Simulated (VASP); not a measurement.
# MgS in VASP: further runs

MgS is run at these levels: PBEsol+D3(BJ), r2SCANh+D3(BJ), PBE; tasks: single point.

Everything below comes from runs of VASP 6.6.1. Logs are shortened: lines on timing, memory, paths and dates and some standing lists are left out, and cuts for length are marked.

## Step 1: The cell of the first run

The structure is cubic, space group F-43m (No. 216). Conventional cell: a = 5.666 Å, b = 5.666 Å, c = 5.666 Å, α = 90.00°, β = 90.00°, γ = 90.00°. S (site symmetry -43m) has 4 Mg at 2.45 Å within 3.2 Å. Mg (site symmetry -43m) has 4 S at 2.45 Å within 3.2 Å.

## Step 2: Single point, PBEsol+D3(BJ)

The input, INCAR:

```
PREC = Accurate ; ENCUT = 600
EDIFF = 1E-6 ; ISMEAR = -1
SIGMA = 0.15 ; LREAL = False
LASPH = True ; NELM = 120
ALGO = Normal ; ISIF = 2
LWAVE = False ; LCHARG = True
GGA = PS ; IVDW = 12
LELF = True ; LVHAR = True
NBANDS = 11 ; GGA_COMPAT = False
```

The input, KPOINTS:

```
regular mesh
0
Gamma
  8 8 8
```

The input, POSCAR:

```
MgS
1.0
    0.0000000000      2.8331200450      2.8331200450
    2.8331200450      0.0000000000      2.8331200450
    2.8331200450      2.8331200450      0.0000000000
S Mg
1 1
Direct
    0.7500000000      0.7500000000      0.7500000000
    0.0000000000      0.0000000000      0.0000000000
```

Potentials or basis: VASP PAW PBE potentials, release 64 (S, Mg).

Started as:

```
cat potpaw_PBE.64/S/POTCAR potpaw_PBE.64/Mg/POTCAR > POTCAR
mpirun -np 1 vasp_std > vasp.out
```

OUTCAR:

```text
PREC = Accurate
   ENCUT = 600
   EDIFF = 1E-6
   ISMEAR = -1
   LREAL = False
   LASPH = True
   NELM = 120
   ISIF = 2
   GGA = PS
   IVDW = 12
 IVDW          = 12

 ion  position               nearest neighbor table
   1  0.750  0.750  0.750-   2 2.45   2 2.45   2 2.45   2 2.45
   2  0.000  0.000  0.000-   1 2.45   1 2.45   1 2.45   1 2.45

  LATTYP: Found a face centered cubic cell.
 ALAT       =     5.6662400900

  Lattice vectors:

 A1 = (   0.0000000000,   2.8331200450,   2.8331200450)
 A2 = (   2.8331200450,   0.0000000000,   2.8331200450)
 A3 = (   2.8331200450,   2.8331200450,   0.0000000000)

Analysis of symmetry for initial positions (statically):
=====================================================================
 Subroutine PRICEL returns:
 Original cell was already a primitive cell.

 Routine SETGRP: Setting up the symmetry group for a
 face centered cubic supercell.

 Subroutine GETGRP returns: Found 24 space group operations
 (whereof 24 operations were pure point group operations)
 out of a pool of 48 trial point group operations.

The static configuration has the point symmetry T_d .

Analysis of symmetry for dynamics (positions and initial velocities):
=====================================================================
 Subroutine PRICEL returns:
 Original cell was already a primitive cell.

 Routine SETGRP: Setting up the symmetry group for a
 face centered cubic supercell.

 Subroutine GETGRP returns: Found 24 space group operations
 (whereof 24 operations were pure point group operations)
 out of a pool of 48 trial point group operations.

The dynamic configuration has the point symmetry T_d .

 Subroutine INISYM returns: Found 24 space group operations
 (whereof 24 operations are pure point group operations),
 and found     1 'primitive' translations

----------------------------------------------------------------------------------------

                                     Primitive cell

  volume of cell :      45.4805

  direct lattice vectors                    reciprocal lattice vectors
     0.000000000  2.833120045  2.833120045    -0.176483874  0.176483874  0.176483874
     2.833120045  0.000000000  2.833120045     0.176483874 -0.176483874  0.176483874
     2.833120045  2.833120045  0.000000000     0.176483874  0.176483874 -0.176483874

  length of vectors
     4.006636791  4.006636791  4.006636791     0.305679036  0.305679036  0.305679036

  position of ions in fractional coordinates (direct lattice)
     0.750000000  0.750000000  0.750000000
     0.000000000  0.000000000  0.000000000

  ion indices of the primitive-cell ions
   primitive index   ion index
                 1           1
                 2           2

----------------------------------------------------------------------------------------

 KPOINTS: regular mesh

Automatic generation of k-mesh.
 Grid dimensions read from file:
 generate k-points for:    8    8    8

 Generating k-lattice:

  Cartesian coordinates                     Fractional coordinates (reciprocal lattice)
    -0.022060484  0.022060484  0.022060484     0.125000000  0.000000000  0.000000000
     0.022060484 -0.022060484  0.022060484     0.000000000  0.125000000  0.000000000
     0.022060484  0.022060484 -0.022060484     0.000000000  0.000000000  0.125000000

  Length of vectors
     0.038209879  0.038209879  0.038209879

  Shift w.r.t. Gamma in fractional coordinates (k-lattice)
     0.000000000  0.000000000  0.000000000

 Subroutine IBZKPT returns following result:
 ===========================================

 Found     29 irreducible k-points:

 Following reciprocal coordinates:
            Coordinates               Weight
  0.000000  0.000000  0.000000      1.000000
  0.125000  0.000000  0.000000      8.000000
  0.250000  0.000000  0.000000      8.000000
  0.375000  0.000000  0.000000      8.000000
  0.500000  0.000000  0.000000      4.000000
  0.125000  0.125000  0.000000      6.000000
[... 16 lines left out ...]
  0.500000  0.250000  0.125000     48.000000
 -0.375000  0.250000  0.125000     24.000000
 [... further k-points ...]
   k-points           NKPTS =     29   k-points in BZ     NKDIM =     29   number of bands    NBANDS=     11
   number of dos      NEDOS =    301   number of ions     NIONS =      2
   total plane-waves  NPLWV =  32768
   dimension x,y,z NGX =    32 NGY =   32 NGZ =   32
   dimension x,y,z NGXF=    64 NGYF=   64 NGZF=   64
   ions per type =               1   1
   NGX,Y,Z   is equivalent  to a cutoff of  13.28, 13.28, 13.28 a.u.
   NGXF,Y,Z  is equivalent  to a cutoff of  26.56, 26.56, 26.56 a.u.
 SYSTEM =  unknown system
   PREC   = accura    normal or accurate (medium, high low for compatibility)
   ISTART =      0    job   : 0-new  1-cont  2-samecut
   ICHARG =      2    charge: 1-file 2-atom 10-const
   ISPIN  =      1    spin polarized calculation?
   LNONCOLLINEAR =      F non collinear calculations
   LSORBIT =      F    spin-orbit coupling
   LASPH  =      T    aspherical Exc in radial PAW
   ENCUT  =  600.0 eV  44.10 Ry    6.64 a.u.   8.00  8.00  8.00*2*pi/ulx,y,z
   NELM   =    120;   NELMIN=  2; NELMDL= -5     # of ELM steps
   EDIFF  = 0.1E-05   stopping-criterion for ELM
   LREAL  =      F    real-space projection
   EDIFFG = 0.1E-04   stopping-criterion for IOM
   NSW    =      0    number of steps for IOM
   IBRION =     -1    ionic relax: 0-MD 1-quasi-New 2-CG
   NFREE  =      0    steps in history (QN), initial steepest desc. (CG)
   ISIF   =      2    stress and relaxation
   ISYM   =      2    0-nonsym 1-usesym 2-fastsym
   POTIM  = 0.5000    time-step for ionic-motion
   TEBEG  =    0.0;   TEEND  =   0.0 temperature during run
   PSTRESS=    0.0 pullay stress
   NELECT =       8.0000    total number of electrons
   NUPDOWN=      -1.0000    fix difference up-down
   EMIN   =  10.00;   EMAX   =-10.00  energy-range for DOS
   EFERMI =   0.00;   METHOD = LEGACY
   ISMEAR =    -1;   SIGMA  =   0.15  broadening in eV -4-tet -1-fermi 0-gaus
   EFERMI_NEDOS =   21; number of points for ismear=-14 and -15
   IALGO  =     38    algorithm
   IMIX   =      4    mixing-type and parameters
     AMIX     =   0.40;   BMIX     =  1.00
     AMIX_MAG =   1.60;   BMIX_MAG =  1.00
  volume/ion in A,a.u.               =      22.74       153.46
  Fermi-wavevector in a.u.,A,eV,Ry     =   0.917269  1.733386 11.447692  0.841382
  Thomas-Fermi vector in A             =   2.042218
   LORBIT       =      0    0 simple, 1 ext, 2 COOP (PROOUT), +10 PAW based schemes
   GGA     = PS    functional components
   LHFCALC =     F    Hartree Fock is set to
   AEXX    =    0.0000 exact exchange contribution
   IVDW    =    12    specifies the selected vdW correction
   LEPSILON=     F    determine dielectric tensor
   LRPA    =     F    only Hartree local field effects (RPA)
 non-spin polarized calculation
  energy-cutoff  :      600.00
  volume of cell :       45.48
 maximum number of plane-waves:      1540
   NGX = 17   NGY = 17   NGZ = 17

 number of electron       8.0000000 magnetization

 Free energy of the ion-electron system (eV)
  ---------------------------------------------------
  ext. energy  EPLUGINS =         0.00000000
  ---------------------------------------------------
  free energy    TOTEN  =        -8.91745811 eV

  energy without entropy =       -8.91745562  energy(sigma->0) =       -8.91745687

 E-fermi :   2.9125     XC(G=0):  -8.5678

 val. band max:        0.9866250667   @ k =   0.0000   0.0000   0.0000
 cond. band min:       4.2716098938   @ k =   0.0000   0.0000   0.0000
 fundamental gap:      3.2849848271
 Fermi energy:         2.9125071173

 k-point     1 :       0.0000    0.0000    0.0000
  band No.  band energies     occupation
      1     -10.2747      2.00000
      2       0.9866      1.99999
      3       0.9866      1.99999
      4       0.9866      1.99999
      5       4.2716      0.00023
      6       8.8534      0.00000
      7       8.8534      0.00000
      8       8.8534      0.00000
      9      11.7653      0.00000
     10      11.7653      0.00000
     11      14.5151      0.00000

 k-point     2 :       0.1250    0.0000    0.0000
  band No.  band energies     occupation
      1     -10.1864      2.00000
      2       0.2865      2.00000
      3       0.9328      2.00000
      4       0.9328      2.00000
      5       4.9467      0.00000
      6       8.6564      0.00000
      7       9.0310      0.00000
      8       9.0310      0.00000
      9      11.2849      0.00000
     10      11.2849      0.00000
     11      13.8892      0.00000

 k-point     3 :       0.2500    0.0000    0.0000
  band No.  band energies     occupation
      1      -9.9575      2.00000
      2      -0.9007      2.00000
      3       0.8113      2.00000
      4       0.8113      2.00000
      5       5.8128      0.00000
      6       8.6642      0.00000
      7       9.0610      0.00000
      8       9.0610      0.00000
      9      11.3311      0.00000
     10      11.3311      0.00000
     11      13.0280      0.00000

 k-point     4 :       0.3750    0.0000    0.0000
  band No.  band energies     occupation
      1      -9.7011      2.00000
      2      -1.8348      2.00000
      3       0.7002      2.00000
      4       0.7002      2.00000
      5       6.0010      0.00000
      6       8.6972      0.00000
      7       8.6972      0.00000
      8       9.1812      0.00000
      9      12.6392      0.00000
     10      12.6392      0.00000
     11      13.0466      0.00000
[... 239 lines left out ...]
 k-point    22 :       0.3750    0.2500    0.1250
  band No.  band energies     occupation
      1      -9.7804      2.00000
      2      -1.1070      2.00000
      3       0.1298      2.00000
      4       0.6047      2.00000
      5       6.5448      0.00000
      6       7.8401      0.00000
      7       8.4590      0.00000
      8      10.1041      0.00000
      9      10.6181      0.00000
     10      13.2992      0.00000
     11      15.2537      0.00000

 k-point    23 :       0.5000    0.2500    0.1250
  band No.  band energies     occupation
      1      -9.5676      2.00000
      2      -1.6120      2.00000
      3      -0.2247      2.00000
      4       0.4260      2.00000
      5       6.8260      0.00000
      6       7.6454      0.00000
      7       8.7828      0.00000
      8       9.9413      0.00000
      9      11.7506      0.00000
     10      14.3666      0.00000
     11      14.9659      0.00000

 k-point    24 :      -0.3750    0.2500    0.1250
  band No.  band energies     occupation
      1      -9.4729      2.00000
      2      -1.8301      2.00000
      3      -0.3304      2.00000
      4       0.3300      2.00000
      5       6.9084      0.00000
      6       7.3553      0.00000
      7       9.6250      0.00000
      8       9.7417      0.00000
      9      12.2825      0.00000
     10      13.7004      0.00000
     11      15.1113      0.00000

 [... further k-points ...]

------------------------ aborting loop because EDIFF is reached ----------------------------------------

 Edisp (eV)   -0.46983

 E8    (eV) :    -0.2936

  FORCE on cell =-STRESS in cart. coord.  units (eV):
  Direction    XX          YY          ZZ          XY          YZ          ZX
  --------------------------------------------------------------------------------------
  -------------------------------------------------------------------------------------
  Total      -0.61176    -0.61176    -0.61176     0.00000     0.00000     0.00000
  in kB     -21.55114   -21.55114   -21.55114     0.00000     0.00000     0.00000
  external pressure =      -21.55 kB  Pullay stress =        0.00 kB

 VOLUME and BASIS-vectors are now :
 -----------------------------------------------------------------------------
  energy-cutoff  :      600.00
  volume of cell :       45.48
      direct lattice vectors                 reciprocal lattice vectors
     0.000000000  2.833120045  2.833120045    -0.176483874  0.176483874  0.176483874
     2.833120045  0.000000000  2.833120045     0.176483874 -0.176483874  0.176483874
     2.833120045  2.833120045  0.000000000     0.176483874  0.176483874 -0.176483874

 POSITION                                       TOTAL-FORCE (eV/Angst)
 -----------------------------------------------------------------------------------
      4.24968      4.24968      4.24968         0.000000      0.000000      0.000000
      0.00000      0.00000      0.00000        -0.000000     -0.000000     -0.000000
 -----------------------------------------------------------------------------------
    total drift:                                0.000000      0.000000      0.000000

  FREE ENERGIE OF THE ION-ELECTRON SYSTEM (eV)
  ---------------------------------------------------
  free  energy   TOTEN  =        -9.3872910223 eV

  energy  without entropy=       -9.3872885377  energy(sigma->0) =       -9.38728978
```

It took 17 s on 1 thread of AMD EPYC 7R43 (Zen 3), shared host; peak memory 0.16 GiB.

What came out:

```yaml
Free_energy: -9.3873 eV
Pressure: -2.2 GPa
Band_gap_on_the_k_mesh: 3.29 eV
Dispersion_energy_per_atom: -0.235 eV
```

Levels at points of the mesh, in eV from the valence-band top:
```csv
k point,band 1,band 2,band 3,band 4,band 5,band 6,band 7,band 8
"(0.00, 0.00, 0.00)",-11.26,0.00,0.00,0.00,3.29,7.87,7.87,7.87
"(0.50, 0.00, 0.00)",-10.57,-3.18,-0.33,-0.33,4.99,7.54,7.54,8.41
"(0.50, 0.50, 0.00)",-10.35,-2.85,-1.05,-1.05,3.71,5.54,11.01,12.14
```

Caveat: the PAW data sets were made with another functional, which shifts forces and pressure a little.

## Step 3: Single point, r2SCANh+D3(BJ)

POSCAR is that of step 2.

The input, INCAR.step1:

```
ALGO = Normal
EDIFF = 1E-5
ENCUT = 580
GGA = PE
GGA_COMPAT = F
ISIF = 2
ISMEAR = 0
LASPH = T
LCHARG = F
LREAL = F
LWAVE = T
NBANDS = 11
NELM = 120
PREC = Accurate
SIGMA = 0.01
```

The input, INCAR.step2:

```
AEXX = 0.1
ALGO = Normal
EDIFF = 1E-6
ENCUT = 580
GGA_COMPAT = F
ISIF = 2
ISMEAR = 0
ISTART = 1
IVDW = 12
LASPH = T
LCHARG = F
LHFCALC = T
LMIXTAU = T
LREAL = F
LWAVE = F
METAGGA = R2SCAN
NBANDS = 11
NELM = 120
PREC = Accurate
PRECFOCK = Normal
SIGMA = 0.01
VDW_A1 = 0.4709
VDW_A2 = 5.9157
VDW_S6 = 1.0
VDW_S8 = 1.1236
```

The input, KPOINTS:

```
k-points
0
Gamma
  4 4 4
```

Potentials or basis: VASP PAW PBE potentials, release 64 (S, Mg).

Started as:

```
cat potpaw_PBE.64/S/POTCAR potpaw_PBE.64/Mg/POTCAR > POTCAR
cp INCAR.step1 INCAR
mpirun -np 1 vasp_std > vasp.out
cp INCAR.step2 INCAR
mpirun -np 1 vasp_std > vasp.out
```

Wall time 2.9 min (1 thread of AMD EPYC 7R43 (Zen 3), shared host); peak memory 0.16 GiB.

The run converged. Its results:

| Property | Result |
| --- | --- |
| Free energy | -15.8004 eV |
| Pressure | -1.6 GPa |
| Band gap on the k mesh | 4.71 eV |
| Dispersion energy per atom | -0.147 eV |

Levels at points of the mesh, in eV from the valence-band top:
```csv
k point,band 1,band 2,band 3,band 4,band 5,band 6,band 7,band 8
"(0.00, 0.00, 0.00)",-12.13,0.00,0.00,0.00,4.71,9.29,9.29,9.29
"(0.50, 0.00, 0.00)",-11.41,-3.26,-0.34,-0.34,6.41,8.89,8.89,9.93
"(0.50, 0.50, 0.00)",-11.18,-2.92,-1.09,-1.09,4.92,6.90,12.85,13.98
```

Caveat: the k points lie up to 0.48 Å⁻¹ apart; the PAW data sets were made with another functional, which shifts forces and pressure a little. A k mesh can miss the band edges.

## Step 4: Single point, PBE (atoms moved at random)

The input, INCAR:

```
SYSTEM = MgS
GGA = PE
ISMEAR = 0
SIGMA = 0.03
LWAVE = .False.
LCHARG = .False.
ISIF = 2
ISYM = 0
PREC = Accurate
LASPH = .True.
LREAL = Auto
ALGO = Normal
EDIFF = 1E-6
NELM = 120
GGA_COMPAT = .False.
ENCUT = 300
EFERMI = MIDGAP
ROPT = -0.00025 -0.00025
NSIM = 4
```

The input, KPOINTS:

```
k-points
0
Gamma
  1 1 1
```

The input, POSCAR:

```
MgS
1.0
    0.0000000000      5.6662400936      5.6662400936
    5.6662400936      0.0000000000      5.6662400936
    8.4993601404      8.4993601404      0.0000000000
S Mg
12 12
Direct
    0.1305710000      0.1245000000      0.0829350000
    0.1222410000      0.1294720000      0.4251990000
    0.1208880000      0.1265240000      0.7563310000
    0.1308430000      0.6190400000      0.0821400000
    0.1225660000      0.6287980000      0.4150770000
    0.1232460000      0.6256000000      0.7507860000
    0.6229880000      0.1279280000      0.0876310000
    0.6119440000      0.1282350000      0.4190540000
    0.6182530000      0.1330290000      0.7516210000
    0.6298560000      0.6316430000      0.0807980000
    0.6262720000      0.6264810000      0.4131630000
    0.6189350000      0.6299980000      0.7469750000
   -0.0024660000     -0.0037680000      0.0014700000
    0.0078150000      0.0017380000      0.3316730000
    0.0034780000     -0.0022380000      0.6657330000
    0.0008150000      0.5043780000     -0.0008830000
    0.0029360000      0.5002560000      0.3355790000
   -0.0035700000      0.5042060000      0.6623700000
    0.5033890000     -0.0009320000     -0.0032180000
    0.5022580000      0.0071870000      0.3318900000
    0.4990540000      0.0015880000      0.6664730000
    0.4959240000      0.5031670000     -0.0062890000
    0.5052960000      0.4988630000      0.3309330000
    0.4992220000      0.4986800000      0.6688900000
```

Started as:

```
cat potpaw_PBE.64/S/POTCAR potpaw_PBE.64/Mg/POTCAR > POTCAR
mpirun -np 8 vasp_std > vasp.out
```

Wall time 18 s (8 MPI ranks of AMD EPYC 7R43 (Zen 3), shared host); peak memory 0.15 GiB.

The run converged. Its results:

```
Free energy   : -96.9342 eV
Pressure      : 2.4 GPa
Largest force : 0.832 eV/Å
```

Forces in eV/Å, atoms in the order of the input:
```
S    0.055 -0.195 -0.162
S   -0.587 -0.334  0.055
S   -0.254 -0.254  0.071
S    0.370 -0.078 -0.058
S    0.017  0.150  0.305
S   -0.172 -0.181 -0.022
S   -0.296 -0.301  0.082
S   -0.096  0.573  0.596
S   -0.574  0.157  0.044
S   -0.316 -0.196 -0.396
S    0.135  0.114  0.053
S   -0.084  0.158  0.255
Mg   0.257  0.244  0.068
Mg   0.311 -0.166 -0.118
Mg   0.556  0.232 -0.225
Mg  -0.199  0.065 -0.207
Mg  -0.046 -0.328 -0.109
Mg   0.152  0.306 -0.084
Mg   0.396  0.180  0.066
Mg  -0.143 -0.030 -0.546
Mg   0.294 -0.071 -0.033
Mg   0.144  0.578  0.243
Mg   0.163 -0.158  0.000
Mg  -0.087 -0.465  0.121
```

Stress tensor (GPa, compression positive):
```
 2.44 -1.14  1.43
-1.14  2.46  1.00
 1.43  1.00  2.32
```

Levels at points of the mesh, in eV from the Fermi level:
```csv
k point,band 46,band 47,band 48,band 49,band 50,band 51
"(0.00, 0.00, 0.00)",-1.74,-1.70,-1.67,1.67,2.08,2.75
```

Caveat: the k points lie up to 0.96 Å⁻¹ apart; the cell differs from its parent crystal (atoms moved at random); the cutoff is under 1.25 times the usual one of these potentials, so pressure, stress and relaxed cells hold a basis-set (Pulay) error.

(Continued in part 2 of 2.)
